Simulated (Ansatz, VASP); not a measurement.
## HfO2 in VASP and in Ansatz

The input INCAR:

```
ALGO = Normal
EDIFF = 1E-6
ENCUT = 520
GGA = PE
ISIF = 2
ISMEAR = -1
LASPH = T
LCHARG = F
LREAL = F
LWAVE = F
NBANDS = 18
NELM = 100
PREC = Accurate
SIGMA = 0.01
```

File KPOINTS:

```
k-points
0
Gamma
  9 9 9
```

POSCAR

```
HfO2
1.0
    0.0000000000      2.5575000000      2.6086500000
    2.5575000000      0.0000000000      2.6086500000
    2.5575000000      2.5575000000      0.0000000000
Hf O
1 2
Direct
    0.0000000000      0.0000000000      0.0000000000
    0.2500000000      0.2500000000      0.2500000000
    0.7500000000      0.7500000000      0.7500000000
```

Input for Ansatz:

```yaml
crystal:
  lattice:
    - [0.0, 2.5575, 2.60865]
    - [2.5575, 0.0, 2.60865]
    - [2.5575, 2.5575, 0.0]
  atoms:
    - { symbol: Hf, position: [0.0, 0.0, 0.0] }
    - { symbol: O, position: [0.25, 0.25, 0.25] }
    - { symbol: O, position: [0.75, 0.75, 0.75] }
kpoints:
  mp_grid: { grid: [9, 9, 9] }
  band_path:
    path:
      - [0.0, 0.0, 0.0]
      - [0.0, 0.5, 0.5]
      - [0.25, 0.75, 0.5]
      - [0.0, 0.5, 0.0]
      - [0.0, 0.0, 0.0]
      - [0.5, 0.5, 0.0]
      - [0.3701460977, 0.6298539023, 0.0]
      - [-0.3701460977, 0.3701460977, 0.0]
      - [0.0, 0.0, 0.0]
    npoints: 5
scf:
  occupations: { method: fermi_dirac, width: 0.01 }
hamiltonian:
  xc: pbe
  pseudopotentials: { kind: all_electron, lapw: { basis_error: 0.001 } }
output:
  forces: true
  stress: true
  eigenvalues: true
```

Change from the starting cell: zz strain of +2 %.

Alike in both runs: task single point; functional PBE; k mesh 9 × 9 × 9; occupations fermi-dirac, width 0.01 eV; no spin polarisation.

|  | VASP | Ansatz |
| --- | --- | --- |
| version | VASP 6.6.1 | Ansatz 0.2.0 |
| potentials or method | VASP PAW PBE potentials, release 64 (Hf_pv, O), cutoff 520 eV | all-electron LAPW, scalar-relativistic |

Ansatz gave:

```
gap on the k mesh at the Fermi level (eV)                     : 3.63
pressure (GPa)                                                : -6.9
traceless stress, the component that is largest in VASP (GPa) : -5.75
```

**Question.** What did VASP give for the same quantities?

**Answer.** gap on the k mesh at the Fermi level (eV): 3.62; pressure (GPa): -10.3; traceless stress, the component that is largest in VASP (GPa): -5.84.

Ansatz ran all-electron here, and VASP with PAW potentials.

Spin-orbit coupling is off throughout.
